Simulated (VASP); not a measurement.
**LuBr: single point with r2SCAN**

Crystal: LuBr.

```
CELL_PARAMETERS angstrom
3.26314 0.00000 0.00000
-1.63157 2.82596 0.00000
0.00000 0.00000 9.18723
ATOMIC_POSITIONS crystal
Lu 0.66667 0.33333 0.82934
Lu 0.33333 0.66667 0.32934
Br 0.66667 0.33333 0.54566
Br 0.33333 0.66667 0.04566
```

```
Program             : VASP 6.6.1
Task                : single point
Functional          : r2SCAN
Potentials or basis : VASP PAW PBE potentials, release 64 (Lu, Br)
Cutoff              : 520 eV
k mesh              : 9 × 9 × 3
Occupations         : fermi-dirac, width 0.05 eV
Spin                : no spin polarisation
```

* Pressure: 20.5 GPa
* Largest force: 0.013 eV/Å

Forces in eV/Å, atoms in the order of the input:
```
Lu   0.000  0.000 -0.013
Lu   0.000  0.000 -0.013
Br   0.000  0.000  0.013
Br   0.000  0.000  0.013
```

Stress tensor (GPa, compression positive):
```
20.32  0.00  0.00
 0.00 20.32  0.00
 0.00  0.00 20.89
```

Levels at points of the mesh, in eV from the Fermi level:
```csv
k point,band 28,band 29,band 30,band 31,band 32,band 33,band 34,band 35,band 36,band 37
"(0.00, 0.00, 0.00)",-3.63,-3.63,-3.34,-3.34,-2.32,2.17,2.17,2.39,2.39,3.99
```

Wall time 3.9 min on 1 thread of Intel(R) Xeon(R) Platinum 8259CL CPU @ 2.50GHz (Skylake/Cascade Lake), on a shared host, peak memory 0.25 GiB.

Caveat: the PAW data sets were made with another functional, which shifts forces and pressure a little; spin-orbit coupling is left out, which moves the levels of the heavy elements.
